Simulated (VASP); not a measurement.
TiSi16 (a cell with a defect), 17 atoms in the cell. The cell holds a defect, 17 atoms: a = 7.679 Å, b = 7.679 Å, c = 7.679 Å, α = 60.00°, β = 60.00°, γ = 60.00°. 

| Property | Result |
| --- | --- |
| Program | VASP 6.6.1 |
| Task | single point |
| Functional | PBE |
| Potentials or basis | VASP PAW PBE potentials, release 64 (Si, Ti_sv) |
| Cutoff | 520 eV |
| k mesh | 2 × 2 × 2 |
| Occupations | fermi-dirac, width 0.02 eV |
| Spin | no spin polarisation |
| Dipole correction | no |
| Further INCAR settings | LREAL = Auto; ALGO = Normal; EDIFF = 1e-06; NBANDS = 52 |

Potentials or basis: VASP PAW PBE potentials, release 64 (Si, Ti_sv).

Run with:

```bash
$ cat potpaw_PBE.64/Si/POTCAR potpaw_PBE.64/Ti_sv/POTCAR > POTCAR
$ mpirun -np 1 vasp_std > vasp.out
```

Hardware: 1 thread of Intel(R) Xeon(R) 6975P-C (Granite Rapids) (shared host).

Problem. How long does it take, and how much memory?

Solution. Run time: 2.5 min on 1 thread of Intel(R) Xeon(R) 6975P-C (Granite Rapids), with other jobs on the host, peak memory 0.5 GiB. Counts: scf iterations 16, k points 8.
